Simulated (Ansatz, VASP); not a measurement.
# Re in VASP and in Ansatz

```xyz
1
Lattice="0.0000 2.0046 1.9750 1.9750 0.0000 1.9750 1.9750 2.0046 0.0000" Properties=species:S:1:pos:R:3 pbc="T T T"
Re    0.0000    0.0000    0.0000
```

Change from the starting cell: strain +0.0150 x Voigt [0, 1, 0, 0, 0, 0], atoms carried along.

Alike in both runs: task single point; functional PBEsol; k mesh 20 × 20 × 20; occupations gaussian, width 0.15 eV; no spin polarisation.

|  | VASP | Ansatz |
| --- | --- | --- |
| version | VASP 6.6.1 | Ansatz 0.2.0 |
| potentials or method | VASP PAW PBE potentials, release 64 (Re), cutoff 520 eV | scalar-relativistic, plane waves, PAW |
| valence electrons in the cell | 7 | 15 |

Ansatz gave:

* gap on the k mesh at the Fermi level (eV): none
* pressure (GPa): -22.9
* traceless stress, the component that is largest in VASP (GPa): -2.65

Question: What did VASP give for the same quantities?

Answer: gap on the k mesh at the Fermi level (eV): none; pressure (GPa): -23.4; traceless stress, the component that is largest in VASP (GPa): -2.62.

VASP's potentials were made for PBE, not for PBEsol. A gap of «none» marks a metal or a gap that the smearing closes. The functional is the same, so the differences come from potentials, cutoffs and numerics. VASP's potentials hold 7 valence electrons a cell and Ansatz's 15, so a difference there can come from the potentials and not from the codes.

Spin-orbit coupling is off throughout.
